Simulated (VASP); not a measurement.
# Mg (I4/mmm) in VASP: notebook, part 2 of 2

VASP 6.6.1.

### 3 Single point, r2SCAN

This run uses another cell than the first one, of 24.00 Å³/atom.

POSCAR

```
Mg
1.0
   -1.8720006078      1.8720006078      1.7123418728
    1.8720006078     -1.8720006078      1.7123418728
    1.8720006078      1.8720006078     -1.7123418728
Mg
1
Direct
    0.0000000000      0.0000000000      0.0000000000
```

INCAR.step1

```
SYSTEM = Mg
PREC     = Accurate       ! precision mode
ENCUT    = 520            ! plane-wave cutoff, eV
ISMEAR   = 0              ! smearing method
SIGMA    = 0.01           ! smearing width, eV
LREAL    = .FALSE.        ! projectors in reciprocal space
LASPH    = .TRUE.         ! aspherical terms in the spheres
NELM     = 100            ! most SCF steps
NBANDS   = 7              ! bands
GGA      = PE             ! functional
ALGO     = Normal         ! electronic algorithm
EDIFF    = 1E-4           ! SCF threshold, eV
LWAVE    = .TRUE.         ! write WAVECAR
LCHARG   = .FALSE.        ! write CHGCAR
```

INCAR.step2

```
SYSTEM = Mg
PREC     = Accurate       ! precision mode
ENCUT    = 520            ! plane-wave cutoff, eV
EDIFF    = 1E-7           ! SCF threshold, eV
ISMEAR   = 0              ! smearing method
SIGMA    = 0.01           ! smearing width, eV
LREAL    = .FALSE.        ! projectors in reciprocal space
LASPH    = .TRUE.         ! aspherical terms in the spheres
NELM     = 100            ! most SCF steps
ALGO     = Normal         ! electronic algorithm
ISIF     = 2              ! what is computed and relaxed
LWAVE    = .FALSE.        ! write WAVECAR
LCHARG   = .FALSE.        ! write CHGCAR
METAGGA  = R2SCAN         ! meta-GGA
LMIXTAU  = .TRUE.       
NBANDS   = 7              ! bands
ISTART   = 1
```

KPOINTS

```
Automatic mesh
0
G
  11 11 11
  0 0 0
```

Potentials or basis: VASP PAW PBE potentials, release 64 (Mg).

Started as:

```
> cat potpaw_PBE.64/Mg/POTCAR > POTCAR
> cp INCAR.step1 INCAR
> mpirun -np 1 vasp_std > vasp.out
> cp INCAR.step2 INCAR
> mpirun -np 1 vasp_std > vasp.out
```

OUTCAR:

```text
SYSTEM = Mg
   PREC = Accurate
   ENCUT = 520
   EDIFF = 1E-7
   ISMEAR = 0
   LREAL = .FALSE.
   LASPH = .TRUE.
   NELM = 100
   ISIF = 2
   METAGGA = R2SCAN
   ISTART = 1

 ion  position               nearest neighbor table
   1  0.000  0.000  0.000-

  LATTYP: Found a body centered tetragonal cell.
 ALAT       =     3.7440012156
 C/A-ratio  =     0.9147122419

  Lattice vectors:

 A1 = (  -1.8720006078,   1.8720006078,   1.7123418728)
 A2 = (   1.8720006078,  -1.8720006078,   1.7123418728)
 A3 = (   1.8720006078,   1.8720006078,  -1.7123418728)

Analysis of symmetry for initial positions (statically):
=====================================================================
 Subroutine PRICEL returns:
 Original cell was already a primitive cell.

 Routine SETGRP: Setting up the symmetry group for a
 body centered tetragonal supercell.

 Subroutine GETGRP returns: Found 16 space group operations
 (whereof 16 operations were pure point group operations)
 out of a pool of 16 trial point group operations.

The static configuration has the point symmetry D_4h.

Analysis of symmetry for dynamics (positions and initial velocities):
=====================================================================
 Subroutine PRICEL returns:
 Original cell was already a primitive cell.

 Routine SETGRP: Setting up the symmetry group for a
 body centered tetragonal supercell.

 Subroutine GETGRP returns: Found 16 space group operations
 (whereof 16 operations were pure point group operations)
 out of a pool of 16 trial point group operations.

The dynamic configuration has the point symmetry D_4h.

 Subroutine INISYM returns: Found 16 space group operations
 (whereof 16 operations are pure point group operations),
 and found     1 'primitive' translations

----------------------------------------------------------------------------------------
[... 110 lines left out ...]
     AMIX     =   0.40;   BMIX     =  1.00
     AMIX_MAG =   1.60;   BMIX_MAG =  1.00
  volume/ion in A,a.u.               =      24.00       161.98
  Fermi-wavevector in a.u.,A,eV,Ry     =   0.715041  1.351231  6.956428  0.511283
  Thomas-Fermi vector in A             =   1.803098
   LORBIT       =      0    0 simple, 1 ext, 2 COOP (PROOUT), +10 PAW based schemes
   METAGGA = R2SCAN    functional components
   LHFCALC =     F    Hartree Fock is set to
   AEXX    =    0.0000 exact exchange contribution
   IVDW    =     0    specifies the selected vdW correction
   LEPSILON=     F    determine dielectric tensor
   LRPA    =     F    only Hartree local field effects (RPA)
 non-spin polarized calculation
 Gauss-broadening in eV      SIGMA  =   0.01
  energy-cutoff  :      520.00
  volume of cell :       24.00
 maximum number of plane-waves:       656
   NGX = 11   NGY = 11   NGZ = 11

 number of electron       2.0000000 magnetization

 Free energy of the ion-electron system (eV)
  ---------------------------------------------------
  ext. energy  EPLUGINS =         0.00000000
  ---------------------------------------------------
  free energy    TOTEN  =        -4.10761537 eV

  energy without entropy =       -4.10758802  energy(sigma->0) =       -4.10760169

 E-fermi :   2.4710     XC(G=0):  -8.8979

 val. band max:        2.4490931231   @ k =   0.3636   0.3636  -0.0000
 cond. band min:       2.4757599446   @ k =  -0.2727  -0.4545   0.2727
 fundamental gap:      0.0266668215
 Fermi energy:         2.4710121042

 k-point     1 :       0.0000    0.0000    0.0000
  band No.  band energies     occupation
      1      -4.7721      2.00000
      2      14.8499      0.00000
      3      16.7719      0.00000
      4      16.7719      0.00000
      5      17.1047      0.00000
      6      17.2784      0.00000
      7      17.2784      0.00000
[... 221 lines left out ...]
 k-point    24 :      -0.1818    0.1818    0.0000
  band No.  band energies     occupation
      1      -4.0152      2.00000
      2       9.7709      0.00000
      3      14.7702      0.00000
      4      14.9888      0.00000
      5      16.0892      0.00000
      6      16.3891      0.00000
      7      17.9228      0.00000

 [... further k-points ...]

------------------------ aborting loop because EDIFF is reached ----------------------------------------

  FORCE on cell =-STRESS in cart. coord.  units (eV):
  Direction    XX          YY          ZZ          XY          YZ          ZX
  --------------------------------------------------------------------------------------
  -------------------------------------------------------------------------------------
  Total       -0.3838267     -0.3838267     -0.2625218      0.0000000     -0.0000000      0.0000000
  in kB      -25.6202482    -25.6202482    -17.5232027      0.0000000     -0.0000000      0.0000000
  external PRESSURE =     -22.9212330 kB  Pullay stress =       0.0000000 kB

 VOLUME and BASIS-vectors are now :
 -----------------------------------------------------------------------------
  energy-cutoff  :      520.00
  volume of cell :       24.00
      direct lattice vectors                 reciprocal lattice vectors
    -1.872000608  1.872000608  1.712341873     0.000000000  0.267093930  0.291997765
     1.872000608 -1.872000608  1.712341873     0.267093930  0.000000000  0.291997765
     1.872000608  1.872000608 -1.712341873     0.267093930  0.267093930  0.000000000

 POSITION                                       TOTAL-FORCE (eV/Angst)
 -----------------------------------------------------------------------------------
      0.00000      0.00000      0.00000        -0.000000      0.000000      0.000000
 -----------------------------------------------------------------------------------
    total drift:                                0.000000      0.000000      0.000000

  FREE ENERGIE OF THE ION-ELECTRON SYSTEM (eV)
  ---------------------------------------------------
  free  energy   TOTEN  =        -4.1076153670 eV

  energy  without entropy=       -4.1075880223  energy(sigma->0) =       -4.10760169
```

Wall time 35 s (1 thread of Intel Xeon Platinum 8488C (Sapphire Rapids), shared host); peak memory 0.15 GiB.

Results:

```
Free energy            : -4.1076 eV
Pressure               : -2.3 GPa
Band gap on the k mesh : zero (bands 1 and 2 overlap by 4.37 eV)
```

Stress tensor (GPa, compression positive):
```
-2.56  0.00  0.00
 0.00 -2.56  0.00
 0.00  0.00 -1.75
```

Levels at points of the mesh, in eV from the Fermi level:
```tsv
k point	band 1	band 2	band 3	band 4	band 5
(0.00, 0.00, 0.00)	-7.24	12.38	14.30	14.30	14.63
```

Caveat: the PAW data sets were made with another functional, which shifts forces and pressure a little.

The gap in the log of VASP goes by the Fermi energy; the results here count the filled bands.